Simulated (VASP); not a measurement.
# CdI2 (P-3m1) in VASP: a series of runs

The runs below take CdI2 through single point, with HSE06.

Program: VASP 6.6.1. These are calculated values, not measurements. Logs are shortened: lines on timing, memory, paths and dates and some standing lists are left out, and cuts for length are marked.

## 1. The cell of the first run

Symmetry: P-3m1, No. 164, trigonal system. Conventional cell: a = 4.247 Å, b = 4.247 Å, c = 6.895 Å, α = 90.00°, β = 90.00°, γ = 120.00°. Within 3.9 Å of Cd (site symmetry -3m) lie 6 I at 2.99 Å. I (site symmetry 3m) has 3 Cd at 2.99 Å within 3.9 Å.

## 2. Single point, HSE06

POSCAR reads:

```
CdI2
1.0
    4.2470087270      0.0000000000      0.0000000000
   -2.1235043635      3.6780174477      0.0000000000
    0.0000000000      0.0000000000      6.8950251662
Cd I
1 2
Direct
    0.0000000000      0.0000000000      0.0000000000
    0.3333333333      0.6666666667      0.2493934741
    0.6666666667      0.3333333333      0.7506065259
```

INCAR.step1 reads:

```
SYSTEM = CdI2
  PREC = Accurate
  ENCUT = 400
  EDIFF = 1E-5
  ISMEAR = 0
  SIGMA = 0.01
  LREAL = .FALSE.
  LASPH = .TRUE.
  NELM = 120
  ALGO = Normal
  ISIF = 2
  LWAVE = .TRUE.
  GGA = PE
  NBANDS = 20
  GGA_COMPAT = .FALSE.
  KPAR = 4
```

INCAR.step2 reads:

```
SYSTEM = CdI2
  PREC = Accurate
  ENCUT = 400
  EDIFF = 1E-6
  ISMEAR = 0
  SIGMA = 0.01
  LREAL = .FALSE.
  LASPH = .TRUE.
  NELM = 120
  ALGO = Normal
  ISIF = 2
  LWAVE = .FALSE.
  LCHARG = .TRUE.
  GGA = PE
  LHFCALC = .TRUE.
  HFSCREEN = 0.2079
  PRECFOCK = Normal
  LVHAR = .TRUE.
  ISTART = 1
  NBANDS = 20
  GGA_COMPAT = .FALSE.
  KPAR = 4
```

KPOINTS reads:

```
regular mesh
0
G
  6 6 4
  0 0 0
```

Potentials or basis: VASP PAW PBE potentials, release 64 (Cd, I).

Run with:

```
$ cat potpaw_PBE.64/Cd/POTCAR potpaw_PBE.64/I/POTCAR > POTCAR
$ cp INCAR.step1 INCAR
$ mpirun -np 4 vasp_std > vasp.out
$ cp INCAR.step2 INCAR
$ mpirun -np 4 vasp_std > vasp.out
```

OUTCAR:

```text
SYSTEM = CdI2
   PREC = Accurate
   ENCUT = 400
   EDIFF = 1E-6
   ISMEAR = 0
   LREAL = .FALSE.
   LASPH = .TRUE.
   NELM = 120
   ISIF = 2
   GGA = PE
   LHFCALC = .TRUE.
   HFSCREEN = 0.2079
   PRECFOCK = Normal
   ISTART = 1

 ion  position               nearest neighbor table
   1  0.000  0.000  0.000-   2 2.99   3 2.99   3 2.99   2 2.99   3 2.99   2 2.99
   2  0.333  0.667  0.249-   1 2.99   1 2.99   1 2.99
   3  0.667  0.333  0.751-   1 2.99   1 2.99   1 2.99

  LATTYP: Found a hexagonal cell.
 ALAT       =     4.2470087270
 C/A-ratio  =     1.6235015300

  Lattice vectors:

 A1 = (   4.2470087270,   0.0000000000,   0.0000000000)
 A2 = (  -2.1235043635,   3.6780174477,   0.0000000000)
 A3 = (   0.0000000000,   0.0000000000,   6.8950251662)

Analysis of symmetry for initial positions (statically):
=====================================================================
 Subroutine PRICEL returns:
 Original cell was already a primitive cell.

 Routine SETGRP: Setting up the symmetry group for a
 hexagonal supercell.

 Subroutine GETGRP returns: Found 12 space group operations
 (whereof 12 operations were pure point group operations)
 out of a pool of 24 trial point group operations.

The static configuration has the point symmetry D_3d.

Analysis of symmetry for dynamics (positions and initial velocities):
=====================================================================
 Subroutine PRICEL returns:
 Original cell was already a primitive cell.

 Routine SETGRP: Setting up the symmetry group for a
 hexagonal supercell.

 Subroutine GETGRP returns: Found 12 space group operations
 (whereof 12 operations were pure point group operations)
 out of a pool of 24 trial point group operations.

The dynamic configuration has the point symmetry D_3d.

 Subroutine INISYM returns: Found 12 space group operations
 (whereof 12 operations are pure point group operations),
 and found     1 'primitive' translations

----------------------------------------------------------------------------------------

                                     Primitive cell

  volume of cell :     107.7042

  direct lattice vectors                    reciprocal lattice vectors
     4.247008727  0.000000000  0.000000000     0.235459841  0.135942803  0.000000000
    -2.123504363  3.678017448  0.000000000     0.000000000  0.271885605  0.000000000
     0.000000000  0.000000000  6.895025166     0.000000000  0.000000000  0.145032103

  length of vectors
     4.247008727  4.247008727  6.895025166     0.271885605  0.271885605  0.145032103

  position of ions in fractional coordinates (direct lattice)
     0.000000000  0.000000000  0.000000000
     0.333333333  0.666666667  0.249393474
     0.666666667  0.333333333  0.750606526

  ion indices of the primitive-cell ions
   primitive index   ion index
                 1           1
                 2           2
                 3           3

----------------------------------------------------------------------------------------

 KPOINTS: regular mesh

Automatic generation of k-mesh.
 Grid dimensions read from file:
 generate k-points for:    6    6    4

 Generating k-lattice:

  Cartesian coordinates                     Fractional coordinates (reciprocal lattice)
     0.039243307  0.022657134  0.000000000     0.166666667  0.000000000  0.000000000
     0.000000000  0.045314268  0.000000000     0.000000000  0.166666667  0.000000000
     0.000000000  0.000000000  0.036258026     0.000000000  0.000000000  0.250000000

  Length of vectors
     0.045314268  0.045314268  0.036258026

  Shift w.r.t. Gamma in fractional coordinates (k-lattice)
     0.000000000  0.000000000  0.000000000

 Subroutine IBZKPT returns following result:
 ===========================================

 Found     24 irreducible k-points:

 Following reciprocal coordinates:
            Coordinates               Weight
  0.000000  0.000000  0.000000      1.000000
  0.166667 -0.000000  0.000000      6.000000
  0.333333  0.000000  0.000000      6.000000
  0.500000  0.000000  0.000000      3.000000
[... 51 lines left out ...]
      6      -7.3094      2.00000
[... 12 lines left out ...]
     19       9.5335      0.00000
     20      11.9395      0.00000

 k-point     6 :       0.3333    0.1667    0.0000
  band No.  band energies     occupation
      1     -11.1495      2.00000
      2     -11.0290      2.00000
      3      -7.4706      2.00000
      4      -7.3897      2.00000
      5      -7.3240      2.00000
      6      -7.2906      2.00000
[... 12 lines left out ...]
     19      10.7884      0.00000
     20      11.6961      0.00000

 k-point     7 :       0.3333    0.3333    0.0000
  band No.  band energies     occupation
      1     -11.0377      2.00000
      2     -11.0377      2.00000
      3      -7.3667      2.00000
      4      -7.3667      2.00000
      5      -7.3080      2.00000
      6      -7.2880      2.00000
[... 12 lines left out ...]
     19      10.7270      0.00000
     20      10.7270      0.00000
[... 277 lines left out ...]
 k-point    20 :       0.3333    0.0000    0.5000
  band No.  band energies     occupation
      1     -11.2443      2.00000
      2     -11.1336      2.00000
      3      -7.5184      2.00000
      4      -7.4131      2.00000
      5      -7.3307      2.00000
      6      -7.2999      2.00000
[... 12 lines left out ...]
     19      11.5524      0.00000
     20      11.7835      0.00000

 k-point    21 :       0.5000    0.0000    0.5000
  band No.  band energies     occupation
      1     -11.1594      2.00000
      2     -11.0070      2.00000
      3      -7.5174      2.00000
      4      -7.4209      2.00000
      5      -7.3161      2.00000
      6      -7.2762      2.00000
[... 12 lines left out ...]
     19      11.8669      0.00000
     20      12.2447      0.00000

 k-point    22 :       0.1667    0.1667    0.5000
  band No.  band energies     occupation
      1     -11.3016      2.00000
      2     -11.1788      2.00000
      3      -7.5058      2.00000
      4      -7.4040      2.00000
      5      -7.3534      2.00000
      6      -7.3234      2.00000
[... 12 lines left out ...]
     19      10.4013      0.00000
     20      11.3229      0.00000

 k-point    23 :       0.3333    0.1667    0.5000
  band No.  band energies     occupation
      1     -11.1253      2.00000
      2     -11.0489      2.00000
      3      -7.4628      2.00000
      4      -7.3918      2.00000
      5      -7.3215      2.00000
      6      -7.2909      2.00000
[... 12 lines left out ...]
     19      10.5707      0.00000
     20      11.8791      0.00000

 k-point    24 :       0.3333    0.3333    0.5000
  band No.  band energies     occupation
      1     -11.0370      2.00000
      2     -11.0370      2.00000
      3      -7.3612      2.00000
      4      -7.3612      2.00000
      5      -7.3065      2.00000
      6      -7.2815      2.00000
[... 12 lines left out ...]
     19      11.3846      0.00000
     20      11.3846      0.00000

------------------------ aborting loop because EDIFF is reached ----------------------------------------

  FORCE on cell =-STRESS in cart. coord.  units (eV):
  Direction    XX          YY          ZZ          XY          YZ          ZX
  --------------------------------------------------------------------------------------
  -------------------------------------------------------------------------------------
  Total        0.4465348      0.4465348      0.3660398      0.0000000      0.0000000     -0.0000000
  in kB        6.6425238      6.6425238      5.4451026      0.0000000      0.0000000     -0.0000000
  external PRESSURE =       6.2433834 kB  Pullay stress =       0.0000000 kB

 VOLUME and BASIS-vectors are now :
 -----------------------------------------------------------------------------
  energy-cutoff  :      400.00
  volume of cell :      107.70
      direct lattice vectors                 reciprocal lattice vectors
     4.247008727  0.000000000  0.000000000     0.235459841  0.135942803  0.000000000
    -2.123504363  3.678017448  0.000000000     0.000000000  0.271885605  0.000000000
     0.000000000  0.000000000  6.895025166     0.000000000  0.000000000  0.145032103

 POSITION                                       TOTAL-FORCE (eV/Angst)
 -----------------------------------------------------------------------------------
      0.00000      0.00000      0.00000         0.000000      0.000000      0.000000
     -0.00000      2.45201      1.71957         0.000000     -0.000000     -0.063853
      2.12350      1.22601      5.17545        -0.000000      0.000000      0.063853
 -----------------------------------------------------------------------------------
    total drift:                               -0.000000      0.000000      0.000007

  FREE ENERGIE OF THE ION-ELECTRON SYSTEM (eV)
  ---------------------------------------------------
  free  energy   TOTEN  =        -7.0731623844 eV

  energy  without entropy=       -7.0731623844  energy(sigma->0) =       -7.07316238
```

Run time: 28 min. Hardware: 4 MPI ranks of Intel Xeon Platinum 8375C at 2.90GHz (Ice Lake), shared host; peak memory 0.33 GiB.

Results:

- Free energy: -7.0732 eV
- Pressure: 0.6 GPa
- Largest force: 0.064 eV/Å
- Band gap on the k mesh: 3.34 eV, indirect (least direct gap 3.62 eV)

Forces on the atoms (eV/Å):
```
Cd   0.000  0.000  0.000
I    0.000  0.000 -0.064
I    0.000  0.000  0.064
```

Stress tensor (GPa, compression positive):
```
0.66 0.00 0.00
0.00 0.66 0.00
0.00 0.00 0.54
```

Levels at points of the mesh, in eV from the valence-band top:
| k point | band 9 | band 10 | band 11 | band 12 | band 13 | band 14 | band 15 | band 16 | band 17 | band 18 |
| --- | --- | --- | --- | --- | --- | --- | --- | --- | --- | --- |
| (0.00, 0.00, 0.00) | -0.29 | -0.29 | -0.16 | -0.16 | -0.15 | 3.47 | 5.41 | 7.43 | 7.43 | 9.43 |
| (0.50, 0.00, 0.00) | -2.95 | -2.11 | -1.60 | -0.73 | -0.14 | 3.61 | 5.97 | 6.85 | 7.59 | 8.69 |
| (0.00, 0.00, 0.50) | -1.68 | -0.42 | -0.42 | -0.01 | -0.01 | 4.63 | 5.46 | 7.21 | 7.21 | 8.88 |
| (0.50, 0.00, 0.50) | -3.41 | -1.38 | -1.29 | -0.54 | -0.47 | 3.34 | 5.87 | 6.83 | 7.54 | 8.43 |

Caveat: the PAW data sets were made with another functional, which shifts forces and pressure a little; spin-orbit coupling is left out, which moves the levels of the heavy elements; this functional lacks dispersion, which binds the layers, so the pressure and a relaxed spacing across them are unreliable. A k mesh can miss the band edges.

## 3. Single point, HSE06 (epitaxial xy strain -3.0%)

POSCAR reads:

```
CdI2
1.0
    4.1195984652      0.0000000000      0.0000000000
   -2.0597992326      3.5676769243      0.0000000000
    0.0000000000      0.0000000000      7.0523933773
Cd I
1 2
Direct
    0.0000000000      0.0000000000      0.0000000000
    0.3333333333      0.6666666667      0.2518616018
    0.6666666667      0.3333333333      0.7481383982
```

INCAR.step1 reads:

```
SYSTEM = CdI2
PREC = Accurate
ENCUT = 400
EDIFF = 1E-5
ISMEAR = 0
SIGMA = 0.01
LREAL = .False.
LASPH = .True.
NELM = 120
ALGO = Normal
ISIF = 2
LWAVE = .True.
LCHARG = .False.
GGA = PE
NBANDS = 20
GGA_COMPAT = .False.
KPAR = 4
```

INCAR.step2 reads:

```
SYSTEM = CdI2
PREC = Accurate
ENCUT = 400
EDIFF = 1E-6
ISMEAR = 0
SIGMA = 0.01
LREAL = .False.
LASPH = .True.
NELM = 120
ALGO = Normal
ISIF = 2
LWAVE = .False.
LCHARG = .False.
GGA = PE
LHFCALC = .True.
HFSCREEN = 0.2079
PRECFOCK = Normal
ISTART = 1
NBANDS = 20
GGA_COMPAT = .False.
KPAR = 4
```

KPOINTS reads:

```
regular mesh
0
Gamma
  6 6 4
  0 0 0
```

Potentials or basis: VASP PAW PBE potentials, release 64 (Cd, I).

Run with:

```
$ cat potpaw_PBE.64/Cd/POTCAR potpaw_PBE.64/I/POTCAR > POTCAR
$ cp INCAR.step1 INCAR
$ mpirun -np 4 vasp_std > vasp.out
$ cp INCAR.step2 INCAR
$ mpirun -np 4 vasp_std > vasp.out
```

It took 16 min on 4 MPI ranks of Intel Xeon 6975P-C (Granite Rapids), shared host; peak memory 0.33 GiB.

Results (log left out):

| Quantity | Value |
| --- | --- |
| Free energy | -7.0110 eV |
| Pressure | 1.9 GPa |
| Largest force | 0.060 eV/Å |
| Band gap on the k mesh | 3.10 eV, indirect (least direct gap 3.63 eV) |

Forces on the atoms (eV/Å):
```
Cd   0.000  0.000  0.000
I    0.000  0.000 -0.060
I    0.000  0.000  0.060
```

Stress tensor (GPa, compression positive):
```
2.51 0.00 0.00
0.00 2.51 0.00
0.00 0.00 0.60
```

Levels at points of the mesh, in eV from the valence-band top:
| k point | band 10 | band 11 | band 12 | band 13 | band 14 | band 15 | band 16 | band 17 |
| --- | --- | --- | --- | --- | --- | --- | --- | --- |
| (0.00, 0.00, 0.00) | -0.31 | -0.31 | -0.14 | -0.14 | 3.49 | 5.48 | 7.55 | 7.55 |
| (0.50, 0.00, 0.00) | -2.46 | -1.67 | -0.99 | -0.29 | 3.47 | 5.77 | 6.58 | 7.50 |
| (0.00, 0.00, 0.50) | -0.43 | -0.43 | 0.00 | 0.00 | 4.78 | 5.52 | 7.36 | 7.36 |
| (0.50, 0.00, 0.50) | -1.67 | -1.46 | -0.80 | -0.59 | 3.10 | 5.50 | 6.49 | 7.19 |

Caveat: the cell differs from its parent crystal (epitaxial xy strain -3.0%); the PAW data sets were made with another functional, which shifts forces and pressure a little; spin-orbit coupling is left out, which moves the levels of the heavy elements; this functional lacks dispersion, which binds the layers, so the pressure and a relaxed spacing across them are unreliable. A k mesh can miss the band edges.

## 4. Single point, HSE06 (strain +1.5%)

POSCAR reads:

```
CdI2
1.0
    4.3107138579      0.0000000000      0.0000000000
   -2.1553569289      3.7331877094      0.0000000000
    0.0000000000      0.0000000000      6.9984505437
Cd I
1 2
Direct
    0.0000000000      0.0000000000      0.0000000000
    0.3333333333      0.6666666667      0.2429773643
    0.6666666667      0.3333333333      0.7570226357
```

INCAR.step1 reads:

```
  ALGO = Normal
  EDIFF = 1E-5
  ENCUT = 400
  GGA = PE
  GGA_COMPAT = F
  ISIF = 2
  ISMEAR = 0
  KPAR = 4
  LASPH = T
  LREAL = F
  LWAVE = T
  NBANDS = 20
  NELM = 120
  PREC = Accurate
  SIGMA = 0.01
```

INCAR.step2 reads:

```
  ALGO = Normal
  EDIFF = 1E-6
  ENCUT = 400
  GGA = PE
  GGA_COMPAT = F
  HFSCREEN = 0.2079
  ISIF = 2
  ISMEAR = 0
  ISTART = 1
  KPAR = 4
  LASPH = T
  LCHARG = T
  LHFCALC = T
  LREAL = F
  LVHAR = T
  LWAVE = F
  NBANDS = 20
  NELM = 120
  PREC = Accurate
  PRECFOCK = Normal
  SIGMA = 0.01
```

KPOINTS reads:

```
k-points
0
Gamma
  6 6 4
```

Run with:

```
$ cat potpaw_PBE.64/Cd/POTCAR potpaw_PBE.64/I/POTCAR > POTCAR
$ cp INCAR.step1 INCAR
$ mpirun -np 4 vasp_std > vasp.out
$ cp INCAR.step2 INCAR
$ mpirun -np 4 vasp_std > vasp.out
```

Wall time 24 min (4 MPI ranks of Intel Xeon 6975P-C (Granite Rapids), shared host); peak memory 0.33 GiB.

Results (log left out):

- Free energy: -7.0928 eV
- Pressure: -0.2 GPa
- Largest force: 0.069 eV/Å
- Band gap on the k mesh: 3.39 eV, indirect (least direct gap 3.52 eV)

Forces in eV/Å, atoms in the order of the input:
```
Cd   0.000  0.000  0.000
I    0.000  0.000 -0.069
I    0.000  0.000  0.069
```

Stress tensor (GPa, compression positive):
```
-0.30  0.00  0.00
 0.00 -0.30  0.00
 0.00  0.00  0.07
```

Levels at points of the mesh, in eV from the valence-band top:
```
           k point  band 11  band 12  band 13  band 14  band 15  band 16
(0.00, 0.00, 0.00)    -0.14    -0.14    -0.10     3.42     5.40     7.36
(0.50, 0.00, 0.00)    -1.52    -0.58    -0.12     3.60     6.04     7.03
(0.00, 0.00, 0.50)    -0.39    -0.03    -0.03     4.44     5.44     7.18
(0.50, 0.00, 0.50)    -1.19    -0.45    -0.38     3.39     5.99     6.99
```

Caveat: the cell differs from its parent crystal (strain +1.5%); the PAW data sets were made with another functional, which shifts forces and pressure a little; spin-orbit coupling is left out, which moves the levels of the heavy elements; this functional lacks dispersion, which binds the layers, so the pressure and a relaxed spacing across them are unreliable.

## 5. Single point, HSE06 (uniaxial z strain -3.0%)

POSCAR reads:

```
CdI2
1.0
    4.2470087270      0.0000000000      0.0000000000
   -2.1235043635      3.6780174477      0.0000000000
    0.0000000000      0.0000000000      6.6881744112
Cd I
1 2
Direct
    0.0000000000      0.0000000000      0.0000000000
    0.3333333333      0.6666666667      0.2549893080
    0.6666666667      0.3333333333      0.7450106920
```

INCAR.step1 reads:

```
SYSTEM = CdI2
PREC = Accurate
ENCUT = 400
EDIFF = 1E-5
ISMEAR = 0
SIGMA = 0.01
LREAL = .False.
LASPH = .True.
NELM = 120
ALGO = Normal
ISIF = 2
LWAVE = .True.
LCHARG = .False.
GGA = PE
NBANDS = 20
GGA_COMPAT = .False.
KPAR = 4
```

INCAR.step2 reads:

```
SYSTEM = CdI2
PREC = Accurate
ENCUT = 400
EDIFF = 1E-6
ISMEAR = 0
SIGMA = 0.01
LREAL = .False.
LASPH = .True.
NELM = 120
ALGO = Normal
ISIF = 2
LWAVE = .False.
LCHARG = .False.
GGA = PE
LHFCALC = .True.
HFSCREEN = 0.2079
PRECFOCK = Normal
ISTART = 1
NBANDS = 20
GGA_COMPAT = .False.
KPAR = 4
```

KPOINTS reads:

```
Automatic mesh
0
Gamma
  6 6 4
  0 0 0
```

Run with:

```
$ cat potpaw_PBE.64/Cd/POTCAR potpaw_PBE.64/I/POTCAR > POTCAR
$ cp INCAR.step1 INCAR
$ mpirun -np 4 vasp_std > vasp.out
$ cp INCAR.step2 INCAR
$ mpirun -np 4 vasp_std > vasp.out
```

Wall time 13 min (4 MPI ranks of Intel Xeon 6975P-C (Granite Rapids), shared host); peak memory 0.33 GiB.

The run converged. Its results:

```
Free energy            : -7.0449 eV
Pressure               : 1.1 GPa
Largest force          : 0.058 eV/Å
Band gap on the k mesh : 3.36 eV, indirect (least direct gap 3.47 eV)
```

Forces on the atoms (eV/Å):
```
Cd   0.000  0.000  0.000
I    0.000  0.000 -0.058
I    0.000  0.000  0.058
```

Stress tensor (GPa, compression positive):
```
1.02 0.00 0.00
0.00 1.02 0.00
0.00 0.00 1.34
```

Levels at points of the mesh, in eV from the valence-band top:
| k point | band 10 | band 11 | band 12 | band 13 | band 14 | band 15 | band 16 | band 17 |
| --- | --- | --- | --- | --- | --- | --- | --- | --- |
| (0.00, 0.00, 0.00) | -0.32 | -0.23 | -0.23 | -0.01 | 3.47 | 5.35 | 7.41 | 7.41 |
| (0.50, 0.00, 0.00) | -2.24 | -1.70 | -0.80 | -0.11 | 3.67 | 5.97 | 6.76 | 7.50 |
| (0.00, 0.00, 0.50) | -0.50 | -0.50 | -0.02 | -0.02 | 4.73 | 5.44 | 7.13 | 7.13 |
| (0.50, 0.00, 0.50) | -1.41 | -1.22 | -0.56 | -0.54 | 3.36 | 5.85 | 6.82 | 7.62 |

Caveat: the cell differs from its parent crystal (uniaxial z strain -3.0%); the PAW data sets were made with another functional, which shifts forces and pressure a little; spin-orbit coupling is left out, which moves the levels of the heavy elements; this functional lacks dispersion, which binds the layers, so the pressure and a relaxed spacing across them are unreliable. A k mesh can miss the band edges.

## 6. The runs side by side

| cell | gap on the mesh (eV) | pressure (GPa) | largest force (eV/Å) |
| --- | --- | --- | --- |
| a = 4.247, b = 4.247, c = 6.895 Å, angles 90.0, 90.0, 120.0°, 3 atoms | 3.34 | 0.6 | 0.06 |
| a = 4.120, b = 4.120, c = 7.052 Å, angles 90.0, 90.0, 120.0°, 3 atoms | 3.10 | 1.9 | 0.06 |
| a = 4.311, b = 4.311, c = 6.998 Å, angles 90.0, 90.0, 120.0°, 3 atoms | 3.39 | -0.2 | 0.07 |
| a = 4.247, b = 4.247, c = 6.688 Å, angles 90.0, 90.0, 120.0°, 3 atoms | 3.36 | 1.1 | 0.06 |

Alike in all rows: task single point; level HSE06; potentials or basis VASP PAW PBE potentials, release 64 (Cd, I); no spin polarisation; k mesh 6 × 6 × 4; cutoff (eV) 400; smearing gaussian 0.01 eV.

Caveats: the PAW data sets were made with another functional, which shifts forces and pressure a little; spin-orbit coupling is left out, which moves the levels of the heavy elements; this functional lacks dispersion, which binds the layers, so the pressure and a relaxed spacing across them are unreliable.

Total energies depend on the potentials used, so only differences within one code and one set of settings carry meaning.
